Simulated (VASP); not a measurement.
A run of VASP 6.6.1 is set up as follows.

The input POSCAR:

```
Ti
1.0
    4.4538211635      0.0000000000      0.0000000000
   -2.2269105818      3.8571222715      0.0000000000
    0.0000000000      0.0000000000      2.8951770102
Ti
3
Direct
    0.0000000000      0.0000000000      0.0000000000
    0.3333333333      0.6666666667      0.5000000000
    0.6666666667      0.3333333333      0.5000000000
```

The input INCAR.step1:

```
PREC = Accurate ; ENCUT = 520
ISMEAR = 0 ; SIGMA = 0.15
LREAL = F ; LASPH = T
NELM = 60 ; NBANDS = 25
GGA = PE ; ALGO = Normal
EDIFF = 1E-4 ; LWAVE = T
LCHARG = F
```

INCAR.step2

```
PREC = Accurate ; ENCUT = 520
EDIFF = 1E-7 ; ISMEAR = 0
SIGMA = 0.15 ; LREAL = F
LASPH = T ; NELM = 60
ALGO = Normal ; ISIF = 2
LWAVE = F ; LCHARG = T
METAGGA = R2SCAN ; LMIXTAU = T
LELF = T ; LVHAR = T
NBANDS = 25 ; ISTART = 1
```

The input KPOINTS:

```
regular mesh
0
Gamma
  12 12 16
```

Potentials or basis: VASP PAW PBE potentials, release 64 (Ti_sv).

Run with:

```console
$ cat potpaw_PBE.64/Ti_sv/POTCAR > POTCAR
$ cp INCAR.step1 INCAR
$ mpirun -np 1 vasp_std > vasp.out
$ cp INCAR.step2 INCAR
$ mpirun -np 1 vasp_std > vasp.out
```

Question: What does it give for the pressure?

Answer: 3.4 GPa.

Question: What does it give for the band gap on the k mesh?

Answer: Zero (bands 18 and 19 overlap by 0.46 eV).

Stress tensor (GPa, compression positive):
```
 6.76  0.00  0.00
 0.00  6.76  0.00
 0.00  0.00 -3.19
```

Caveat: the cell differs from its parent crystal (strain -0.025 along x and y, +0.025 along z); the cell stands under pressure; the PAW data sets were made with another functional, which shifts forces and pressure a little.
